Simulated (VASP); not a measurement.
Here is a VASP 6.6.1 calculation.

File INCAR:

```
PREC = Accurate
ENCUT = 600
EDIFF = 1E-7
ISMEAR = -1
SIGMA = 0.05
LREAL = F
LASPH = T
NELM = 80
ALGO = Normal
ISIF = 3
LWAVE = F
LCHARG = F
GGA = RP
IBRION = 2
NSW = 60
EDIFFG = -0.01
```

The input KPOINTS:

```
regular mesh
0
Gamma
  11 11 10
```

File POSCAR:

```
Ge
1.0
    1.3971490000     -2.6005160000      0.0000000000
    1.3971490000      2.6005160000      0.0000000000
    0.0000000000      0.0000000000      2.6982310000
Ge
1
Direct
    0.5000000000      0.5000000000      0.0000000000
```

Potentials or basis: VASP PAW PBE potentials, release 64 (Ge_d).

Run with:

```sh
$ cat potpaw_PBE.64/Ge_d/POTCAR > POTCAR
$ mpirun -np 1 vasp_std > vasp.out
```

Question: Estimate the relaxed cell.

Answer: a = 2.907 Å, b = 2.907 Å, c = 2.742 Å, α = 90.00°, β = 90.00°, γ = 120.72°.

Question: What does it give for the space group after relaxing (to 0.1 Å)?

Answer: P6/mmm (No. 191).

Question: Predict the relaxed volume.

Answer: 19.92 Å³/atom.

Question: Predict the band gap on the k mesh.

Answer: Zero (bands 7 and 8 overlap by 8.56 eV).

The path:
```
step  energy change (eV)  largest force (eV/Å)  pressure (GPa)  volume (Å³)
   1              0.0000                0.0000            1.06        19.61
   2             -0.0046                0.0000           -0.16        19.97
   3             -0.0049                0.0000           -0.48        20.09
   4             -0.0049                0.0000           -0.58        20.12
   5             -0.0059                0.0000           -0.13        19.96
   6             -0.0060                0.0000            0.18        19.86
   7             -0.0060                0.0000            0.21        19.85
   8             -0.0061                0.0000            0.06        19.90
   9             -0.0062                0.0000           -0.05        19.93
  10             -0.0062                0.0000           -0.05        19.94
  11             -0.0062                0.0000           -0.06        19.94
  12             -0.0062                0.0000           -0.02        19.92
```

Caveat: the PAW data sets were made with another functional, which shifts forces and pressure a little.
